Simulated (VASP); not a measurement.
# Ni (Fm-3m) in VASP: a series of runs, part 2 of 3

VASP 6.6.1. The steps go on from the part before.

### Step 3. Single point, PBE, collinear spin, ferromagnetic start

INCAR

```
ALGO     = Normal         # electronic algorithm
EDIFF    = 1E-7           # SCF threshold, eV
ENCUT    = 520            # plane-wave cutoff, eV
GGA      = PE             # functional
ISIF     = 2              # what is computed and relaxed
ISMEAR   = -1             # smearing method
ISPIN    = 2              # spin polarisation
LASPH    = T              # aspherical terms in the spheres
LCHARG   = F              # write CHGCAR
LMAXMIX  = 4              # l up to which the mixer works
LORBIT   = 11             # projections on sites
LREAL    = F              # projectors in reciprocal space
LWAVE    = F              # write WAVECAR
MAGMOM   = 0.672          # initial moments
NBANDS   = 15             # bands
NELM     = 150            # most SCF steps
PREC     = Accurate       # precision mode
SIGMA    = 0.05           # smearing width, eV
```

KPOINTS

```
k-points
0
Gamma
  4 4 4
```

POSCAR

```
Ni
1.0
    0.0000000000      1.7596893266      1.7596893266
    1.7596893266      0.0000000000      1.7596893266
    1.7596893266      1.7596893266      0.0000000000
Ni
1
Direct
    0.0000000000      0.0000000000      0.0000000000
```

Potentials or basis: VASP PAW PBE potentials, release 64 (Ni).

Launch:

```
cat potpaw_PBE.64/Ni/POTCAR > POTCAR
mpirun -np 1 vasp_std > vasp.out
```

OUTCAR:

```text
EDIFF = 1E-7
   ENCUT = 520
   GGA = PE
   ISIF = 2
   ISMEAR = -1
   ISPIN = 2
   LASPH = T
   LORBIT = 11
   LREAL = F
   NELM = 150
   PREC = Accurate

 ion  position               nearest neighbor table
   1  0.000  0.000  0.000-

  LATTYP: Found a face centered cubic cell.
 ALAT       =     3.5193786532

  Lattice vectors:

 A1 = (   0.0000000000,   1.7596893266,   1.7596893266)
[... 476 lines left out ...]
  --------------------------------------------------------------------------------------
  -------------------------------------------------------------------------------------
  Total       -0.2334336     -0.2334336     -0.2334336     -0.0000000     -0.0000000     -0.0000000
  in kB      -34.3191077    -34.3191077    -34.3191077     -0.0000000     -0.0000000     -0.0000000
  external PRESSURE =     -34.3191077 kB  Pullay stress =       0.0000000 kB

 VOLUME and BASIS-vectors are now :
 -----------------------------------------------------------------------------
  energy-cutoff  :      520.00
  volume of cell :       10.90
      direct lattice vectors                 reciprocal lattice vectors
     0.000000000  1.759689327  1.759689327    -0.284141065  0.284141065  0.284141065
     1.759689327  0.000000000  1.759689327     0.284141065 -0.284141065  0.284141065
     1.759689327  1.759689327  0.000000000     0.284141065  0.284141065 -0.284141065

 POSITION                                       TOTAL-FORCE (eV/Angst)
 -----------------------------------------------------------------------------------
      0.00000      0.00000      0.00000         0.000000     -0.000000      0.000000
 -----------------------------------------------------------------------------------
    total drift:                                0.000000      0.000000      0.000000

  FREE ENERGIE OF THE ION-ELECTRON SYSTEM (eV)
  ---------------------------------------------------
  free  energy   TOTEN  =        -5.5496496758 eV

  energy  without entropy=       -5.5359052525  energy(sigma->0) =       -5.54277746

 total charge

# of ion       s       p       d       tot
------------------------------------------
    1        0.486   0.507   8.308   9.301

 magnetization (x)

# of ion       s       p       d       tot
------------------------------------------
    1       -0.013  -0.025   0.646   0.608
```

OSZICAR:

```text
N       E                     dE             d eps       ncg     rms          rms(c)
DAV:   1     0.357427762447E+02    0.35743E+02   -0.41630E+03   518   0.871E+02
DAV:   2    -0.511405381707E+01   -0.40857E+02   -0.38352E+02   508   0.166E+02
DAV:   3    -0.654675550217E+01   -0.14327E+01   -0.14262E+01   620   0.312E+01
DAV:   4    -0.655472802125E+01   -0.79725E-02   -0.79716E-02   578   0.220E+00
DAV:   5    -0.655481715412E+01   -0.89133E-04   -0.89132E-04   621   0.207E-01    0.966E+00
DAV:   6    -0.587659719747E+01    0.67822E+00   -0.11668E+01   676   0.379E+01    0.588E+00
DAV:   7    -0.558095204938E+01    0.29565E+00   -0.25030E+00   592   0.152E+01    0.222E+00
DAV:   8    -0.555293558942E+01    0.28016E-01   -0.87502E-02   608   0.261E+00    0.879E-01
DAV:   9    -0.555022101477E+01    0.27146E-02   -0.45169E-03   742   0.498E-01    0.223E-01
DAV:  10    -0.554966203945E+01    0.55898E-03   -0.42680E-04   690   0.150E-01    0.813E-02
DAV:  11    -0.554965111081E+01    0.10929E-04   -0.15660E-05   652   0.502E-02    0.507E-02
DAV:  12    -0.554964963767E+01    0.14731E-05   -0.14476E-06   637   0.732E-03    0.250E-02
DAV:  13    -0.554964954532E+01    0.92350E-07   -0.11475E-05   634   0.285E-02    0.196E-03
DAV:  14    -0.554964966622E+01   -0.12090E-06   -0.40373E-08   480   0.177E-03    0.810E-04
DAV:  15    -0.554964967581E+01   -0.95858E-08   -0.30936E-09   394   0.563E-04
   1 F= -.55496497E+01 E0= -.55427775E+01  d E =-.137444E-01  mag=     0.5936
```

stdout:

```text
POSCAR found type information on POSCAR Ni
 POSCAR found :  1 types and       1 ions
 scaLAPACK will be used
 LDA part: xc-table for (Slater+PW92), standard interpolation
 POSCAR, INCAR and KPOINTS ok, starting setup
 FFT: planning ... GRIDC
 FFT: planning ... GRID_SOFT
 FFT: planning ... GRID
 WAVECAR not read
 entering main loop
```

Run time: 5.1 s. Hardware: 1 thread of Intel Xeon 6975P-C, shared host; peak memory 0.13 GiB.

What came out:

```
Free energy                                           : -5.5496 eV
Pressure                                              : -3.4 GPa
Net moment                                            : 0.59 μB per cell
Site moments                                          : Ni +0.61 μB
Valence electrons inside the program's atomic spheres : Ni 9.30
```

Levels at points of the mesh, in eV from the Fermi level:
Spin up:
```csv
k point,band 3,band 4,band 5,band 6,band 7,band 8
"(0.00, 0.00, 0.00)",-2.52,-2.52,-1.36,-1.36,23.66,27.51
"(0.50, 0.00, 0.00)",-2.50,-0.70,-0.70,-0.34,5.58,22.15
"(0.50, 0.50, 0.00)",-0.65,-0.58,-0.58,2.40,9.13,14.76
```
Spin down:
| k point | band 2 | band 3 | band 4 | band 5 | band 6 | band 7 |
| --- | --- | --- | --- | --- | --- | --- |
| (0.00, 0.00, 0.00) | -1.80 | -1.80 | -1.80 | -0.79 | -0.79 | 23.49 |
| (0.50, 0.00, 0.00) | -1.91 | -1.91 | -0.41 | 0.03 | 0.03 | 5.97 |
| (0.50, 0.50, 0.00) | -3.68 | -0.06 | 0.26 | 0.26 | 2.34 | 9.36 |

Caveat: the k points lie up to 0.77 Å⁻¹ apart.

### Step 4. Single point, PBE, collinear spin, ferromagnetic start

INCAR

```
PREC = Accurate
ENCUT = 520
EDIFF = 1E-7
ISMEAR = -1
SIGMA = 0.05
LREAL = F
LASPH = T
NELM = 150
ALGO = Normal
ISIF = 2
LWAVE = F
LCHARG = F
ISPIN = 2
MAGMOM = 0.672
LORBIT = 11
LMAXMIX = 4
GGA = PE
NBANDS = 15
```

KPOINTS

```
regular mesh
0
Gamma
  5 5 5
```

POSCAR is that of step 3.

Potentials or basis: VASP PAW PBE potentials, release 64 (Ni).

Launch:

```
cat potpaw_PBE.64/Ni/POTCAR > POTCAR
mpirun -np 1 vasp_std > vasp.out
```

OUTCAR:

```text
PREC = Accurate
   ENCUT = 520
   EDIFF = 1E-7
   ISMEAR = -1
   LREAL = F
   LASPH = T
   NELM = 150
   ISIF = 2
   ISPIN = 2
   LORBIT = 11
   GGA = PE

 ion  position               nearest neighbor table
   1  0.000  0.000  0.000-

  LATTYP: Found a face centered cubic cell.
 ALAT       =     3.5193786532

  Lattice vectors:

 A1 = (   0.0000000000,   1.7596893266,   1.7596893266)
 A2 = (   1.7596893266,   0.0000000000,   1.7596893266)
 A3 = (   1.7596893266,   1.7596893266,   0.0000000000)

Analysis of symmetry for initial positions (statically):
[... 546 lines left out ...]
  -------------------------------------------------------------------------------------
  Total        0.2559974      0.2559974      0.2559974      0.0000000      0.0000000     -0.0000000
  in kB       37.6364027     37.6364027     37.6364027      0.0000000      0.0000000     -0.0000000
  external PRESSURE =      37.6364027 kB  Pullay stress =       0.0000000 kB

 VOLUME and BASIS-vectors are now :
 -----------------------------------------------------------------------------
  energy-cutoff  :      520.00
  volume of cell :       10.90
      direct lattice vectors                 reciprocal lattice vectors
     0.000000000  1.759689327  1.759689327    -0.284141065  0.284141065  0.284141065
     1.759689327  0.000000000  1.759689327     0.284141065 -0.284141065  0.284141065
     1.759689327  1.759689327  0.000000000     0.284141065  0.284141065 -0.284141065

 POSITION                                       TOTAL-FORCE (eV/Angst)
 -----------------------------------------------------------------------------------
      0.00000      0.00000      0.00000         0.000000     -0.000000      0.000000
 -----------------------------------------------------------------------------------
    total drift:                                0.000000      0.000000      0.000000

  FREE ENERGIE OF THE ION-ELECTRON SYSTEM (eV)
  ---------------------------------------------------
  free  energy   TOTEN  =        -5.4107246879 eV

  energy  without entropy=       -5.3893636382  energy(sigma->0) =       -5.40004416

 total charge

# of ion       s       p       d       tot
------------------------------------------
    1        0.505   0.506   8.291   9.302

 magnetization (x)

# of ion       s       p       d       tot
------------------------------------------
    1        0.007  -0.007   0.944   0.945
```

OSZICAR:

```text
N       E                     dE             d eps       ncg     rms          rms(c)
DAV:   1     0.310500716881E+02    0.31050E+02   -0.43160E+03   648   0.873E+02
DAV:   2    -0.509153315363E+01   -0.36142E+02   -0.33227E+02   663   0.158E+02
DAV:   3    -0.644292749304E+01   -0.13514E+01   -0.13303E+01   726   0.297E+01
DAV:   4    -0.645059293403E+01   -0.76654E-02   -0.76649E-02   720   0.212E+00
DAV:   5    -0.645069647688E+01   -0.10354E-03   -0.10354E-03   748   0.213E-01    0.109E+01
DAV:   6    -0.572100889632E+01    0.72969E+00   -0.13084E+01   838   0.411E+01    0.634E+00
DAV:   7    -0.542546000895E+01    0.29555E+00   -0.17362E+00   770   0.142E+01    0.225E+00
DAV:   8    -0.541537229769E+01    0.10088E-01   -0.87263E-03   713   0.831E-01    0.129E+00
DAV:   9    -0.541151320949E+01    0.38591E-02   -0.17191E-03   888   0.276E-01    0.289E-01
DAV:  10    -0.541072312755E+01    0.79008E-03   -0.30607E-03   840   0.489E-01    0.574E-02
DAV:  11    -0.541072410145E+01   -0.97391E-06   -0.29323E-05   671   0.564E-02    0.304E-02
DAV:  12    -0.541072455566E+01   -0.45420E-06   -0.38323E-06   863   0.267E-02    0.526E-03
DAV:  13    -0.541072470608E+01   -0.15042E-06   -0.18386E-07   655   0.349E-03    0.113E-03
DAV:  14    -0.541072468792E+01    0.18159E-07   -0.59948E-09   440   0.610E-04
   1 F= -.54107247E+01 E0= -.54000442E+01  d E =-.213610E-01  mag=     0.9447
```

Wall time 5 s (1 thread of Intel Xeon 6975P-C, shared host); peak memory 0.13 GiB.

What came out:

```
Free energy                                           : -5.4107 eV
Pressure                                              : 3.8 GPa
Net moment                                            : 0.94 μB per cell
Site moments                                          : Ni +0.94 μB
Valence electrons inside the program's atomic spheres : Ni 9.30
```

Caveat: the k points lie up to 0.62 Å⁻¹ apart.

[end of part 2 of 3]
